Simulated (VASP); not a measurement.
Set up this calculation in VASP 6.6.1, as the native input.

```yaml
Task: relaxation of cell and atoms
Functional: PBE
Potentials_or_basis: VASP PAW PBE potentials, release 64 (Be)
Cutoff: 600 eV
k_mesh: 12 × 12 × 6
Occupations: gaussian, width 0.1 eV
Spin: no spin polarisation
Dipole_correction: no
Further_INCAR_settings: ALGO = Normal; EDIFF = 1e-06; IBRION = 2; EDIFFG = -0.04; NSW = 90; ISIF = 3
```

The structure of Be lies in POSCAR:

```
Be
1.0
    2.2424915400      0.0000000000      0.0000000000
   -1.1212457700      1.9420546400      0.0000000000
    0.0000000000      0.0000000000      3.4736019900
Be
2
Direct
    0.0000000000      0.0000000000      0.2597800100
    0.0000000000      0.0000000000      0.7402199900
```

These files were run (other wordings do the same):

INCAR

```
ALGO = Normal ; EDIFF = 1E-6
EDIFFG = -0.04 ; ENCUT = 600
GGA = PE ; IBRION = 2
ISIF = 3 ; ISMEAR = 0
LASPH = True ; LCHARG = False
LREAL = False ; LWAVE = False
NELM = 60 ; NSW = 90
PREC = Accurate ; SIGMA = 0.1
```

KPOINTS

```
k-points
0
Gamma
  12 12 6
```

Potentials or basis: VASP PAW PBE potentials, release 64 (Be).

Launch:

```console
$ cat potpaw_PBE.64/Be/POTCAR > POTCAR
$ mpirun -np 1 vasp_std > vasp.out
```

It gave:

```yaml
Relaxed_volume: 9.81 Å³/atom
Relaxed_cell: a = 2.143 Å, b = 2.143 Å, c = 4.932 Å, α = 90.00°, β = 90.00°, γ = 120.00°
Space_group_after_relaxing_to_0.05_Å: P6/mmm (No. 191)
Energy_gained_by_relaxing: 750.2 meV/atom
Ionic_steps: 20
Pressure_after_relaxing: 0.1 GPa
Largest_force_after_relaxing: 0.008 eV/Å
Band_gap_on_the_k_mesh: zero (band 2 reaches 6.39 eV, above the bottom of band 3 at 0.79 eV)
```

Caveat: the volume moved by over 15 % at a fixed basis, so the end points are rough.

Wall time 31 s on 1 thread of Intel(R) Xeon(R) 6975P-C (Granite Rapids), with other jobs on the host, peak memory 0.12 GiB.
